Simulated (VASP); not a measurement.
# HfN (P2_1/m) in VASP: single point with PBEsol

Aim: the single point of HfN with PBEsol.

All numbers are computed with VASP 6.6.1; they aren't measurements. Logs are shortened: lines on timing, memory, paths and dates and some standing lists are left out, and cuts for length are marked.

## 1. The cell of the first run

The structure is monoclinic, space group P2_1/m (No. 11). The conventional cell has a = 3.080 Å, b = 5.391 Å, c = 3.128 Å, α = 90.00°, β = 118.49°, γ = 90.00°. Within 3.3 Å of Hf (site symmetry m) lie 6 N at 2.23 to 2.28 Å and 12 Hf at 3.08 to 3.26 Å. Within 3.2 Å of N (site symmetry -1) lie 6 Hf at 2.23 to 2.28 Å and 8 N at 2.70 to 3.18 Å.

## 2. Single point, PBEsol (strain +0.0350 x Voigt [0, 0, 0, 0, 0, 1])

INCAR

```
SYSTEM = HfN
PREC     = Accurate       ! precision mode
ENCUT    = 520            ! plane-wave cutoff, eV
EDIFF    = 1E-7           ! SCF threshold, eV
ISMEAR   = 0              ! smearing method
SIGMA    = 0.15           ! smearing width, eV
LREAL    = .False.        ! projectors in reciprocal space
LASPH    = .True.         ! aspherical terms in the spheres
NELM     = 60             ! most SCF steps
ALGO     = Normal         ! electronic algorithm
ISIF     = 2              ! what is computed and relaxed
LWAVE    = .False.        ! write WAVECAR
LCHARG   = .True.         ! write CHGCAR
GGA      = PS             ! functional
LELF     = .True.         ! ELF
LVHAR    = .True.       
NBANDS   = 23             ! bands
```

KPOINTS

```
Automatic mesh
0
Gamma
  18 18 10
  0 0 0
```

POSCAR

```
HfN
1.0
    3.1277073108      0.0547348779      0.0000000000
   -1.5164518606      2.6813065478      0.0000000000
    0.0000000000      0.0000000000      5.3909359352
Hf N
2 2
Direct
    0.6666666667      0.3333333333      0.7500000000
    0.3333333333      0.6666666667      0.2500000000
    0.0000000000      0.0000000000      0.0000000000
    0.0000000000      0.0000000000      0.5000000000
```

Potentials or basis: VASP PAW PBE potentials, release 64 (Hf_pv, N).

Run with:

```console
$ cat potpaw_PBE.64/Hf_pv/POTCAR potpaw_PBE.64/N/POTCAR > POTCAR
$ mpirun -np 1 vasp_std > vasp.out
```

OUTCAR:

```text
SYSTEM = HfN
   PREC = Accurate
   ENCUT = 520
   EDIFF = 1E-7
   ISMEAR = 0
   LREAL = .False.
   LASPH = .True.
   NELM = 60
   ISIF = 2
   GGA = PS

 ion  position               nearest neighbor table
   1  0.667  0.333  0.750-   3 2.23   4 2.23   3 2.25   4 2.25   3 2.28   4 2.28   2 3.23   2 3.23
                             2 3.24   2 3.24   2 3.26   2 3.26
   2  0.333  0.667  0.250-   3 2.23   4 2.23   3 2.25   4 2.25   3 2.28   4 2.28   1 3.23   1 3.23
                             1 3.24   1 3.24   1 3.26   1 3.26
   3  0.000  0.000  0.000-   1 2.23   2 2.23   2 2.25   1 2.25   1 2.28   2 2.28
   4  0.000  0.000  0.500-   1 2.23   2 2.23   2 2.25   1 2.25   1 2.28   2 2.28

  Warning from LATTYP: Monoclinic adjustment (A1->A3, A2->A1, A3->A2)!
  LATTYP: Found a simple monoclinic cell.
 ALAT       =     3.0804270887
 B/A-ratio  =     1.7500612025
 C/A-ratio  =     1.0155040565
 COS(beta)  =    -0.4769806211

  Lattice vectors:

 A1 = (  -1.5164518606,   2.6813065478,   0.0000000000)
 A2 = (   0.0000000000,   0.0000000000,   5.3909359352)
 A3 = (   3.1277073108,   0.0547348779,   0.0000000000)

Analysis of symmetry for initial positions (statically):
=====================================================================
 Subroutine PRICEL returns:
 Original cell was already a primitive cell.

 Routine SETGRP: Setting up the symmetry group for a
 simple monoclinic supercell.

 Subroutine GETGRP returns: Found  4 space group operations
 (whereof  2 operations were pure point group operations)
 out of a pool of  4 trial point group operations.

The static configuration has the point symmetry S_2 .
 The point group associated with its full space group is C_2h.

Analysis of symmetry for dynamics (positions and initial velocities):
=====================================================================
 Subroutine PRICEL returns:
 Original cell was already a primitive cell.

 Routine SETGRP: Setting up the symmetry group for a
 simple monoclinic supercell.

 Subroutine GETGRP returns: Found  4 space group operations
 (whereof  2 operations were pure point group operations)
 out of a pool of  4 trial point group operations.

The dynamic configuration has the point symmetry S_2 .
 The point group associated with its full space group is C_2h.

 Subroutine INISYM returns: Found  4 space group operations
 (whereof  2 operations are pure point group operations),
 and found     1 'primitive' translations

----------------------------------------------------------------------------------------

                                     Primitive cell

  volume of cell :      45.6577

  direct lattice vectors                    reciprocal lattice vectors
     3.127707311  0.054734878  0.000000000     0.316589604  0.179051849  0.000000000
    -1.516451861  2.681306548  0.000000000    -0.006462705  0.369297431  0.000000000
     0.000000000  0.000000000  5.390935935     0.000000000  0.000000000  0.185496547

  length of vectors
     3.128186204  3.080427089  5.390935935     0.363714918  0.369353975  0.185496547

  position of ions in fractional coordinates (direct lattice)
     0.666666667  0.333333333  0.750000000
     0.333333333  0.666666667  0.250000000
     0.000000000  0.000000000  0.000000000
     0.000000000  0.000000000  0.500000000

  ion indices of the primitive-cell ions
   primitive index   ion index
                 1           1
                 2           2
                 3           3
                 4           4

----------------------------------------------------------------------------------------

 KPOINTS: Automatic mesh

Automatic generation of k-mesh.
 Grid dimensions read from file:
 generate k-points for:   18   18   10

 Generating k-lattice:

  Cartesian coordinates                     Fractional coordinates (reciprocal lattice)
     0.017588311  0.009947325  0.000000000     0.055555556  0.000000000  0.000000000
    -0.000359039  0.020516524  0.000000000     0.000000000  0.055555556  0.000000000
     0.000000000  0.000000000  0.018549655     0.000000000  0.000000000  0.100000000

  Length of vectors
     0.020206384  0.020519665  0.018549655

  Shift w.r.t. Gamma in fractional coordinates (k-lattice)
     0.000000000  0.000000000  0.000000000

 Subroutine IBZKPT returns following result:
 ===========================================

 Found    984 irreducible k-points:

 Following reciprocal coordinates:
            Coordinates               Weight
  0.000000  0.000000  0.000000      1.000000
  0.055556 -0.000000  0.000000      2.000000
  0.111111 -0.000000  0.000000      2.000000
  0.166667 -0.000000  0.000000      2.000000
  0.222222  0.000000  0.000000      2.000000
  0.277778  0.000000  0.000000      2.000000
[... 16 lines left out ...]
 -0.333333  0.055556  0.000000      2.000000
 -0.277778  0.055556  0.000000      2.000000
 [... further k-points ...]
   k-points           NKPTS =    984   k-points in BZ     NKDIM =    984   number of bands    NBANDS=     23
   number of dos      NEDOS =    301   number of ions     NIONS =      4
   total plane-waves  NPLWV =  23040
   dimension x,y,z NGX =    24 NGY =   24 NGZ =   40
   dimension x,y,z NGXF=    48 NGYF=   48 NGZF=   80
   ions per type =               2   2
   NGX,Y,Z   is equivalent  to a cutoff of  12.75, 12.95, 12.34 a.u.
   NGXF,Y,Z  is equivalent  to a cutoff of  25.51, 25.90, 24.67 a.u.
 SYSTEM =  HfN
   PREC   = accura    normal or accurate (medium, high low for compatibility)
   ISTART =      0    job   : 0-new  1-cont  2-samecut
   ICHARG =      2    charge: 1-file 2-atom 10-const
   ISPIN  =      1    spin polarized calculation?
   LNONCOLLINEAR =      F non collinear calculations
   LSORBIT =      F    spin-orbit coupling
   LASPH  =      T    aspherical Exc in radial PAW
   ENCUT  =  520.0 eV  38.22 Ry    6.18 a.u.   5.82  5.73 10.02*2*pi/ulx,y,z
   NELM   =     60;   NELMIN=  2; NELMDL= -5     # of ELM steps
   EDIFF  = 0.1E-06   stopping-criterion for ELM
   LREAL  =      F    real-space projection
   EDIFFG = 0.1E-05   stopping-criterion for IOM
   NSW    =      0    number of steps for IOM
   IBRION =     -1    ionic relax: 0-MD 1-quasi-New 2-CG
   NFREE  =      0    steps in history (QN), initial steepest desc. (CG)
   ISIF   =      2    stress and relaxation
   ISYM   =      2    0-nonsym 1-usesym 2-fastsym
   POTIM  = 0.5000    time-step for ionic-motion
   TEBEG  =    0.0;   TEEND  =   0.0 temperature during run
   PSTRESS=    0.0 pullay stress
   NELECT =      30.0000    total number of electrons
   NUPDOWN=      -1.0000    fix difference up-down
   EMIN   =  10.00;   EMAX   =-10.00  energy-range for DOS
   EFERMI =   0.00;   METHOD = LEGACY
   ISMEAR =     0;   SIGMA  =   0.15  broadening in eV -4-tet -1-fermi 0-gaus
   EFERMI_NEDOS =   21; number of points for ismear=-14 and -15
   IALGO  =     38    algorithm
   IMIX   =      4    mixing-type and parameters
     AMIX     =   0.40;   BMIX     =  1.00
     AMIX_MAG =   1.60;   BMIX_MAG =  1.00
  volume/ion in A,a.u.               =      11.41        77.03
  Fermi-wavevector in a.u.,A,eV,Ry     =   1.423237  2.689528 27.560013  2.025604
  Thomas-Fermi vector in A             =   2.543856
   LORBIT       =      0    0 simple, 1 ext, 2 COOP (PROOUT), +10 PAW based schemes
   GGA     = PS    functional components
   LHFCALC =     F    Hartree Fock is set to
   AEXX    =    0.0000 exact exchange contribution
   IVDW    =     0    specifies the selected vdW correction
   LEPSILON=     F    determine dielectric tensor
   LRPA    =     F    only Hartree local field effects (RPA)
 non-spin polarized calculation
 Gauss-broadening in eV      SIGMA  =   0.15
  energy-cutoff  :      520.00
  volume of cell :       45.66
 maximum number of plane-waves:      1248
   NGX = 11   NGY = 11   NGZ = 21

 number of electron      30.0000002 magnetization

 Free energy of the ion-electron system (eV)
  ---------------------------------------------------
  ext. energy  EPLUGINS =         0.00000000
  ---------------------------------------------------
  free energy    TOTEN  =       -45.83828240 eV

  energy without entropy =      -45.82934967  energy(sigma->0) =      -45.83381603

 E-fermi :   7.8310     XC(G=0): -12.9503

 val. band max:        7.8281131403   @ k =   0.0000   0.2222   0.5000
 cond. band min:       7.8310942802   @ k =   0.3889   0.1667   0.5000
 fundamental gap:      0.0029811399
 Fermi energy:         7.8310140347

 k-point     1 :       0.0000    0.0000    0.0000
  band No.  band energies     occupation
      1     -23.8014      2.00000
      2     -22.8951      2.00000
      3     -22.8184      2.00000
      4     -22.7712      2.00000
      5     -22.7531      2.00000
      6     -22.7074      2.00000
[... 15 lines left out ...]
     22      13.3640      0.00000
     23      13.7844      0.00000

 k-point     2 :       0.0556   -0.0000    0.0000
  band No.  band energies     occupation
      1     -23.7903      2.00000
      2     -22.8963      2.00000
      3     -22.8444      2.00000
      4     -22.7838      2.00000
      5     -22.7744      2.00000
      6     -22.7103      2.00000
[... 15 lines left out ...]
     22      13.2515      0.00000
     23      13.7602      0.00000

 k-point     3 :       0.1111   -0.0000    0.0000
  band No.  band energies     occupation
      1     -23.7577      2.00000
      2     -22.9223      2.00000
      3     -22.9004      2.00000
      4     -22.8495      2.00000
      5     -22.8028      2.00000
      6     -22.7175      2.00000
[... 15 lines left out ...]
     22      12.9546      0.00000
     23      13.7078      0.00000
[... 495 lines left out ...]
 k-point    23 :      -0.3333    0.0556    0.0000
  band No.  band energies     occupation
      1     -23.5126      2.00000
      2     -23.4238      2.00000
      3     -23.2739      2.00000
      4     -22.9529      2.00000
      5     -22.9343      2.00000
      6     -22.7921      2.00000
[... 15 lines left out ...]
     22      13.5248      0.00000
     23      13.7838      0.00000

 k-point    24 :      -0.2778    0.0556    0.0000
  band No.  band energies     occupation
      1     -23.5921      2.00000
      2     -23.2762      2.00000
      3     -23.1579      2.00000
      4     -22.9303      2.00000
      5     -22.8958      2.00000
      6     -22.7725      2.00000
[... 15 lines left out ...]
     22      12.9733      0.00000
     23      13.1230      0.00000

 [... further k-points ...]

------------------------ aborting loop because EDIFF is reached ----------------------------------------

  FORCE on cell =-STRESS in cart. coord.  units (eV):
  Direction    XX          YY          ZZ          XY          YZ          ZX
  --------------------------------------------------------------------------------------
  -------------------------------------------------------------------------------------
  Total       -0.5869891     -0.4905747     -0.4948990     -1.9913281      0.0000000      0.0000000
  in kB      -20.5980748    -17.2147895    -17.3665331    -69.8778291      0.0000000      0.0000000
  external PRESSURE =     -18.3931325 kB  Pullay stress =       0.0000000 kB

 VOLUME and BASIS-vectors are now :
 -----------------------------------------------------------------------------
  energy-cutoff  :      520.00
  volume of cell :       45.66
      direct lattice vectors                 reciprocal lattice vectors
     3.127707311  0.054734878  0.000000000     0.316589604  0.179051849  0.000000000
    -1.516451861  2.681306548  0.000000000    -0.006462705  0.369297431  0.000000000
     0.000000000  0.000000000  5.390935935     0.000000000  0.000000000  0.185496547

 POSITION                                       TOTAL-FORCE (eV/Angst)
 -----------------------------------------------------------------------------------
      1.57965      0.93026      4.04320         0.042594      0.010396      0.000000
      0.03160      1.80578      1.34773        -0.042594     -0.010396     -0.000000
      0.00000      0.00000      0.00000        -0.000000     -0.000000      0.000000
      0.00000      0.00000      2.69547        -0.000000      0.000000      0.000000
 -----------------------------------------------------------------------------------
    total drift:                                0.000000      0.000000     -0.000000

  FREE ENERGIE OF THE ION-ELECTRON SYSTEM (eV)
  ---------------------------------------------------
  free  energy   TOTEN  =       -45.8382823992 eV

  energy  without entropy=      -45.8293496682  energy(sigma->0) =      -45.83381603
```

Wall time 4.7 min (1 thread of Intel Xeon 6975P-C (Granite Rapids), shared host); peak memory 0.87 GiB.

What came out:

```
Free energy            : -45.8383 eV
Pressure               : -1.8 GPa
Largest force          : 0.044 eV/Å
Band gap on the k mesh : zero (bands 15 and 16 overlap by 2.39 eV)
```

Forces on the atoms (eV/Å):
```
Hf   0.043  0.010  0.000
Hf  -0.043 -0.010  0.000
N    0.000  0.000  0.000
N    0.000  0.000  0.000
```

Stress tensor (GPa, compression positive):
```
-2.06 -6.99  0.00
-6.99 -1.72  0.00
 0.00  0.00 -1.74
```

Caveat: the cell differs from its parent crystal (strain +0.0350 x Voigt [0, 0, 0, 0, 0, 1]); the PAW data sets were made with another functional, which shifts forces and pressure a little; spin-orbit coupling is left out, which moves the levels of the heavy elements.
